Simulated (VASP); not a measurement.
# Li2O (Fm-3m) in VASP: further runs, part 2 of 2

VASP 6.6.1. Earlier steps stand in the parts before.

## 4. Relaxation of cell and atoms, r2SCAN, target pressure 10 GPa, at which the enthalpy is minimised

POSCAR

```
Li2O
1.0
    2.2864407183      2.2864407183      0.0000000000
   -2.2864407183      2.2864407183      0.0000000000
    0.0000000000      2.2864407183      2.2864407183
Li O
2 1
Direct
    0.2500000000      0.7500000000      0.5000000000
    0.7500000000      0.2500000000      0.5000000000
    0.0000000000      0.0000000000      0.0000000000
```

INCAR.step1

```
SYSTEM = Li2O
ALGO     = Normal         ! electronic algorithm
EDIFF    = 1E-5           ! SCF threshold, eV
EDIFFG   = -0.005         ! ionic threshold
ENCUT    = 830            ! plane-wave cutoff, eV
GGA      = PE             ! functional
GGA_COMPAT= .False.      
IBRION   = 2              ! ionic algorithm
ISIF     = 3              ! what is computed and relaxed
ISMEAR   = 0              ! smearing method
LASPH    = .True.         ! aspherical terms in the spheres
LCHARG   = .False.        ! write CHGCAR
LREAL    = .False.        ! projectors in reciprocal space
LWAVE    = .True.         ! write WAVECAR
NELM     = 120            ! most SCF steps
NELMIN   = 4            
NSW      = 100            ! ionic steps
PREC     = Accurate       ! precision mode
SIGMA    = 0.01           ! smearing width, eV
```

INCAR.step2

```
SYSTEM = Li2O
ALGO     = Normal         ! electronic algorithm
EDIFF    = 1E-7           ! SCF threshold, eV
EDIFFG   = -0.002         ! ionic threshold
ENCUT    = 830            ! plane-wave cutoff, eV
GGA_COMPAT= .False.      
IBRION   = 2              ! ionic algorithm
ISIF     = 3              ! what is computed and relaxed
ISMEAR   = 0              ! smearing method
ISTART   = 1            
LASPH    = .True.         ! aspherical terms in the spheres
LCHARG   = .False.        ! write CHGCAR
LMIXTAU  = .True.       
LREAL    = .False.        ! projectors in reciprocal space
LWAVE    = .False.        ! write WAVECAR
METAGGA  = R2SCAN         ! meta-GGA
NELM     = 120            ! most SCF steps
NELMIN   = 4            
NSW      = 100            ! ionic steps
PREC     = Accurate       ! precision mode
PSTRESS  = 100.0        
SIGMA    = 0.01           ! smearing width, eV
```

KPOINTS

```
k-points
0
Gamma
  8 8 8
  0 0 0
```

Potentials or basis: VASP PAW PBE potentials, release 64 (Li_sv, O).

Command:

```sh
> cat potpaw_PBE.64/Li_sv/POTCAR potpaw_PBE.64/O/POTCAR > POTCAR
> cp INCAR.step1 INCAR
> mpirun -np 1 vasp_std > vasp.out
> cp INCAR.step2 INCAR
> mpirun -np 1 vasp_std > vasp.out
```

OUTCAR:

```text
SYSTEM = Li2O
   EDIFF = 1E-7
   EDIFFG = -0.002
   ENCUT = 830
   IBRION = 2
   ISIF = 3
   ISMEAR = 0
   ISTART = 1
   LASPH = .True.
   LREAL = .False.
   METAGGA = R2SCAN
   NELM = 120
   NELMIN = 4
   NSW = 100
   PREC = Accurate
   PSTRESS = 100.0

 ion  position               nearest neighbor table
   1  0.250  0.750  0.500-   3 1.98   3 1.98   3 1.98   3 1.98   2 2.29   2 2.29   2 2.29   2 2.29
                             2 2.29   2 2.29
   2  0.750  0.250  0.500-   3 1.98   3 1.98   3 1.98   3 1.98   1 2.29   1 2.29   1 2.29   1 2.29
                             1 2.29   1 2.29
   3  0.000  0.000  0.000-   2 1.98   1 1.98   1 1.98   2 1.98   1 1.98   2 1.98   2 1.98   1 1.98

  LATTYP: Found a face centered cubic cell.
 ALAT       =     4.5728814366

  Lattice vectors:

 A1 = (   0.0000000000,   2.2864407183,   2.2864407183)
 A2 = (   2.2864407183,   0.0000000000,   2.2864407183)
 A3 = (   2.2864407183,   2.2864407183,   0.0000000000)

Analysis of symmetry for initial positions (statically):
=====================================================================
 Subroutine PRICEL returns:
 Original cell was already a primitive cell.

 Routine SETGRP: Setting up the symmetry group for a
 face centered cubic supercell.

 Subroutine GETGRP returns: Found 48 space group operations
 (whereof 48 operations were pure point group operations)
 out of a pool of 48 trial point group operations.

The static configuration has the point symmetry O_h .

Analysis of symmetry for dynamics (positions and initial velocities):
=====================================================================
 Subroutine PRICEL returns:
 Original cell was already a primitive cell.

 Routine SETGRP: Setting up the symmetry group for a
 face centered cubic supercell.

 Subroutine GETGRP returns: Found 48 space group operations
 (whereof 48 operations were pure point group operations)
 out of a pool of 48 trial point group operations.

The dynamic configuration has the point symmetry O_h .

 Subroutine INISYM returns: Found 48 space group operations
 (whereof 48 operations are pure point group operations),
 and found     1 'primitive' translations

----------------------------------------------------------------------------------------

                                     Primitive cell

  volume of cell :      23.9062

  direct lattice vectors                    reciprocal lattice vectors
     2.286440718  2.286440718  0.000000000     0.218680500  0.218680500 -0.218680500
    -2.286440718  2.286440718  0.000000000    -0.218680500  0.218680500 -0.218680500
     0.000000000  2.286440718  2.286440718     0.000000000  0.000000000  0.437361000

  length of vectors
     3.233515473  3.233515473  3.233515473     0.378765737  0.378765737  0.437361000

  position of ions in fractional coordinates (direct lattice)
     0.250000000  0.750000000  0.500000000
     0.750000000  0.250000000  0.500000000
     0.000000000  0.000000000  0.000000000

  ion indices of the primitive-cell ions
   primitive index   ion index
                 1           1
                 2           2
[... 67 lines left out ...]
   ISPIN  =      1    spin polarized calculation?
   LNONCOLLINEAR =      F non collinear calculations
   LSORBIT =      F    spin-orbit coupling
   LASPH  =      T    aspherical Exc in radial PAW
   ENCUT  =  830.0 eV  61.00 Ry    7.81 a.u.   7.60  7.60  7.60*2*pi/ulx,y,z
   NELM   =    120;   NELMIN=  4; NELMDL=  0     # of ELM steps
   EDIFF  = 0.1E-06   stopping-criterion for ELM
   LREAL  =      F    real-space projection
   EDIFFG = -.2E-02   stopping-criterion for IOM
   NSW    =    100    number of steps for IOM
   IBRION =      2    ionic relax: 0-MD 1-quasi-New 2-CG
   NFREE  =      1    steps in history (QN), initial steepest desc. (CG)
   ISIF   =      3    stress and relaxation
   ISYM   =      2    0-nonsym 1-usesym 2-fastsym
   POTIM  = 0.5000    time-step for ionic-motion
   TEBEG  =    0.0;   TEEND  =   0.0 temperature during run
   PSTRESS=  100.0 pullay stress
   NELECT =      12.0000    total number of electrons
   NUPDOWN=      -1.0000    fix difference up-down
   EMIN   =  10.00;   EMAX   =-10.00  energy-range for DOS
   EFERMI =   0.00;   METHOD = LEGACY
   ISMEAR =     0;   SIGMA  =   0.01  broadening in eV -4-tet -1-fermi 0-gaus
   EFERMI_NEDOS =   21; number of points for ismear=-14 and -15
   IALGO  =     38    algorithm
   IMIX   =      4    mixing-type and parameters
     AMIX     =   0.40;   BMIX     =  1.00
     AMIX_MAG =   1.60;   BMIX_MAG =  1.00
  volume/ion in A,a.u.               =       7.97        53.78
  Fermi-wavevector in a.u.,A,eV,Ry     =   1.301064  2.458654 23.031498  1.692767
  Thomas-Fermi vector in A             =   2.432222
   LORBIT       =      0    0 simple, 1 ext, 2 COOP (PROOUT), +10 PAW based schemes
   METAGGA = R2SCAN    functional components
   LHFCALC =     F    Hartree Fock is set to
   AEXX    =    0.0000 exact exchange contribution
   IVDW    =     0    specifies the selected vdW correction
   LEPSILON=     F    determine dielectric tensor
   LRPA    =     F    only Hartree local field effects (RPA)
 conjugate gradient relaxation of ions
 non-spin polarized calculation
 Gauss-broadening in eV      SIGMA  =   0.01
  energy-cutoff  :      830.00
  volume of cell :       23.91
 maximum number of plane-waves:      1316
   NGX = 15   NGY = 15   NGZ = 15

--------------------------------------- Ionic step        1  -------------------------------------------

 number of electron      12.0000003 magnetization

 Free energy of the ion-electron system (eV)
  ---------------------------------------------------
  ext. energy  EPLUGINS =         0.00000000
  ---------------------------------------------------
  free energy    TOTEN  =       -16.84217674 eV

  energy without entropy =      -16.84217674  energy(sigma->0) =      -16.84217674

------------------------ aborting loop because EDIFF is reached ----------------------------------------

  FORCE on cell =-STRESS in cart. coord.  units (eV):
  Direction    XX          YY          ZZ          XY          YZ          ZX
  --------------------------------------------------------------------------------------
  -------------------------------------------------------------------------------------
  Total        0.0336913      0.0336913      0.0336913     -0.0000000     -0.0000000     -0.0000000
  in kB        2.2579736      2.2579736      2.2579736     -0.0000000     -0.0000000     -0.0000000
  external PRESSURE =     -97.7420264 kB  Pullay stress =     100.0000000 kB
[... 100 lines left out ...]
  energy  without entropy=      -16.7788500532  energy(sigma->0) =      -16.77885005

  enthalpy is  TOTEN    =       -15.4118829703 eV   P V=        1.3669670829

[... ionic steps 4 to 14 ...]

--------------------------------------- Ionic step       15  -------------------------------------------

 number of electron      11.9999998 magnetization

------------------------ aborting loop because EDIFF is reached ----------------------------------------
[... 73 lines left out ...]
--------------------------------------- Ionic step       17  -------------------------------------------

 number of electron      11.9999998 magnetization

 Free energy of the ion-electron system (eV)
  ---------------------------------------------------
  ext. energy  EPLUGINS =         0.00000000
  ---------------------------------------------------
  free energy    TOTEN  =       -16.78114550 eV

  energy without entropy =      -16.78114550  energy(sigma->0) =      -16.78114550

 E-fermi :   1.6919     XC(G=0): -10.8109

 val. band max:        1.5993251859   @ k =   0.0000   0.0000   0.0000
 cond. band min:       7.5033653769   @ k =   0.5000   0.5000   0.0000
 fundamental gap:      5.9040401910
 Fermi energy:         1.6919290558

 k-point     1 :       0.0000    0.0000    0.0000
  band No.  band energies     occupation
      1     -42.5908      2.00000
      2     -42.1314      2.00000
      3     -14.9451      2.00000
      4       1.5993      2.00000
      5       1.5993      2.00000
      6       1.5993      2.00000
      7       8.7141      0.00000
      8      15.4336      0.00000
      9      15.4336      0.00000
     10      15.4336      0.00000
[... 287 lines left out ...]
 k-point    24 :       0.5000    0.2500    0.1250
  band No.  band energies     occupation
      1     -42.3356      2.00000
      2     -42.3344      2.00000
      3     -14.7285      2.00000
      4      -1.0736      2.00000
      5       0.5110      2.00000
      6       0.6847      2.00000
      7      10.8724      0.00000
      8      14.0450      0.00000
      9      16.7930      0.00000
     10      17.4053      0.00000

 [... further k-points ...]

------------------------ aborting loop because EDIFF is reached ----------------------------------------

  FORCE on cell =-STRESS in cart. coord.  units (eV):
  Direction    XX          YY          ZZ          XY          YZ          ZX
  --------------------------------------------------------------------------------------
  -------------------------------------------------------------------------------------
  Total        1.3641771      1.3641771      1.3641771      0.0000000     -0.0000000      0.0000000
  in kB       99.6306390     99.6306390     99.6306390      0.0000000     -0.0000000      0.0000000
  external PRESSURE =      -0.3693610 kB  Pullay stress =     100.0000000 kB
[... 22 lines left out ...]
  energy  without entropy=      -16.7811455048  energy(sigma->0) =      -16.78114550

  enthalpy is  TOTEN    =       -15.4119110032 eV   P V=        1.3692345016

 reached required accuracy - stopping structural energy minimisation
```

Wall time 7.5 min (1 thread of Intel Xeon Platinum 8259CL at 2.50GHz (Skylake/Cascade Lake), shared host); peak memory 0.18 GiB.

Results:

```yaml
Free_energy: -16.7811 eV
Relaxed_volume: 7.31 Å³/atom
Relaxed_cell: a = 3.142 Å, b = 3.142 Å, c = 3.142 Å, α = 60.00°, β = 60.00°, γ = 90.00°
Space_group_after_relaxing_to_0.1_Å: Fm-3m (No. 225)
Energy_change_on_relaxing_the_run_minimises_the_enthalpy: +20.3 meV/atom
Ionic_steps: 17
Pressure_after_relaxing: 10.0 GPa
Band_gap_on_the_k_mesh: 5.90 eV (least direct gap 7.11 eV)
```

The path:
```
step  energy change (eV)  largest force (eV/Å)  pressure (GPa)  volume (Å³)
   1              0.0000                0.0000            0.23        23.91
   2              0.0424                0.0000            8.12        22.26
   3              0.0633                0.0000           10.17        21.90
   4              0.0609                0.0000            9.95        21.94
   5              0.0609                0.0000            9.95        21.94
   6              0.0609                0.0000            9.95        21.94
   7              0.0609                0.0000            9.95        21.94
   8              0.0609                0.0000            9.95        21.94
   9              0.0609                0.0000            9.95        21.94
  10              0.0609                0.0000            9.95        21.94
  11              0.0609                0.0000            9.95        21.94
  12              0.0609                0.0000            9.95        21.94
  13              0.0609                0.0000            9.95        21.94
  14              0.0609                0.0000            9.95        21.94
  15              0.0609                0.0000            9.95        21.94
  16              0.0609                0.0000            9.95        21.94
  17              0.0610                0.0000            9.96        21.94
```

Final structure:
```
Li O
1.0
     2.22187    2.22187    0.00000
    -2.22187    2.22187    0.00000
     0.00000    2.22187    2.22187
Li O
2 1
Cartesian
  -1.1109 3.3328 1.1109
  1.1109 3.3328 1.1109
  0.0000 2.2219 2.2219
```

Caveat: the cell is relaxed towards a set pressure, so the run minimises the enthalpy, not the energy; the PAW data sets were made with another functional, which shifts forces and pressure a little.

## 5. Relaxation of cell and atoms, r2SCAN, target pressure 15 GPa, at which the enthalpy is minimised

POSCAR is that of step 4.

INCAR.step1

```
SYSTEM = Li2O
PREC     = Accurate       ! precision mode
ENCUT    = 830            ! plane-wave cutoff, eV
ISMEAR   = 0              ! smearing method
SIGMA    = 0.01           ! smearing width, eV
LREAL    = .False.        ! projectors in reciprocal space
LASPH    = .True.         ! aspherical terms in the spheres
NELM     = 120            ! most SCF steps
GGA      = PE             ! functional
ALGO     = Normal         ! electronic algorithm
EDIFF    = 1E-5           ! SCF threshold, eV
LWAVE    = .True.         ! write WAVECAR
LCHARG   = .False.        ! write CHGCAR
GGA_COMPAT= .False.      
IBRION   = 2              ! ionic algorithm
ISIF     = 3              ! what is computed and relaxed
EDIFFG   = -0.005         ! ionic threshold
NELMIN   = 4            
NSW      = 100            ! ionic steps
```

INCAR.step2

```
SYSTEM = Li2O
PREC     = Accurate       ! precision mode
ENCUT    = 830            ! plane-wave cutoff, eV
EDIFF    = 1E-7           ! SCF threshold, eV
ISMEAR   = 0              ! smearing method
SIGMA    = 0.01           ! smearing width, eV
LREAL    = .False.        ! projectors in reciprocal space
LASPH    = .True.         ! aspherical terms in the spheres
NELM     = 120            ! most SCF steps
ALGO     = Normal         ! electronic algorithm
ISIF     = 3              ! what is computed and relaxed
LWAVE    = .False.        ! write WAVECAR
LCHARG   = .False.        ! write CHGCAR
METAGGA  = R2SCAN         ! meta-GGA
LMIXTAU  = .True.       
IBRION   = 2              ! ionic algorithm
NSW      = 100            ! ionic steps
EDIFFG   = -0.002         ! ionic threshold
PSTRESS  = 150.0        
ISTART   = 1            
GGA_COMPAT= .False.      
NELMIN   = 4
```

KPOINTS

```
regular mesh
0
Gamma
  8 8 8
  0 0 0
```

Command:

```sh
> cat potpaw_PBE.64/Li_sv/POTCAR potpaw_PBE.64/O/POTCAR > POTCAR
> cp INCAR.step1 INCAR
> mpirun -np 1 vasp_std > vasp.out
> cp INCAR.step2 INCAR
> mpirun -np 1 vasp_std > vasp.out
```

Wall time 9.9 min (1 thread of Intel Xeon Platinum 8259CL at 2.50GHz (Skylake/Cascade Lake), shared host); peak memory 0.17 GiB.

The run converged. Its results:

* Free energy: -16.7195 eV
* Relaxed volume: 7.05 Å³/atom
* Relaxed cell: a = 3.104 Å, b = 3.104 Å, c = 3.104 Å, α = 60.00°, β = 60.00°, γ = 90.00°
* Space group after relaxing (to 0.1 Å): Fm-3m (No. 225)
* Energy change on relaxing (the run minimises the enthalpy): +40.9 meV/atom
* Ionic steps: 18
* Pressure after relaxing: 15.0 GPa
* Band gap on the k mesh: 5.98 eV (least direct gap 7.46 eV)

The path:
```tsv
step	energy change (eV)	largest force (eV/Å)	pressure (GPa)	volume (Å³)
1	0.0000	0.0000	0.23	23.91
2	0.0957	0.0000	12.89	21.45
3	0.1244	0.0000	15.14	21.12
4	0.1195	0.0000	14.75	21.18
5	0.1195	0.0000	14.76	21.18
6	0.1196	0.0000	14.77	21.18
7	0.1196	0.0000	14.77	21.18
8	0.1196	0.0000	14.77	21.18
9	0.1196	0.0000	14.77	21.18
10	0.1197	0.0000	14.77	21.18
11	0.1197	0.0000	14.77	21.18
12	0.1198	0.0000	14.78	21.17
13	0.1199	0.0000	14.79	21.17
14	0.1201	0.0000	14.80	21.17
15	0.1206	0.0000	14.84	21.17
16	0.1215	0.0000	14.91	21.16
17	0.1234	0.0000	15.06	21.14
18	0.1227	0.0000	15.00	21.14
```

Final structure:
```yaml
crystal:
  lattice:
    - [2.19475, 2.19475, 0.00000]
    - [-2.19475, 2.19475, 0.00000]
    - [0.00000, 2.19475, 2.19475]
  atoms:
    - { symbol: Li, position: [0.25000, 0.75000, 0.50000] }
    - { symbol: Li, position: [0.75000, 0.25000, 0.50000] }
    - { symbol: O, position: [0.00000, 0.00000, 0.00000] }
```

Levels at points of the mesh, in eV from the valence-band top:
| k point | band 4 | band 5 | band 6 | band 7 | band 8 | band 9 |
| --- | --- | --- | --- | --- | --- | --- |
| (0.00, 0.00, 0.00) | 0.00 | 0.00 | 0.00 | 7.46 | 14.07 | 14.07 |
| (0.50, 0.00, 0.00) | -3.08 | -0.53 | -0.53 | 11.19 | 12.68 | 13.97 |
| (0.50, 0.50, 0.00) | -1.66 | -1.66 | -1.63 | 5.98 | 16.36 | 16.36 |

Caveat: the cell is relaxed towards a set pressure, so the run minimises the enthalpy, not the energy; the PAW data sets were made with another functional, which shifts forces and pressure a little.

## 6. Summary

```csv
cell,gap on the mesh (eV),pressure (GPa)
relaxed to 4 GPa,5.80,4.0
relaxed to 7 GPa,5.86,7.0
relaxed to 10 GPa,5.90,10.0
relaxed to 15 GPa,5.98,15.0
```

Alike in all rows: task relaxation of cell and atoms; level r2SCAN; potentials or basis VASP PAW PBE potentials, release 64 (Li_sv, O); no spin polarisation; k mesh 8 × 8 × 8; cutoff (eV) 830; smearing gaussian 0.01 eV.

Caveats: the cell is relaxed towards a set pressure, so the run minimises the enthalpy, not the energy; the PAW data sets were made with another functional, which shifts forces and pressure a little.

Absolute energies hang on the potentials; compare differences alone.
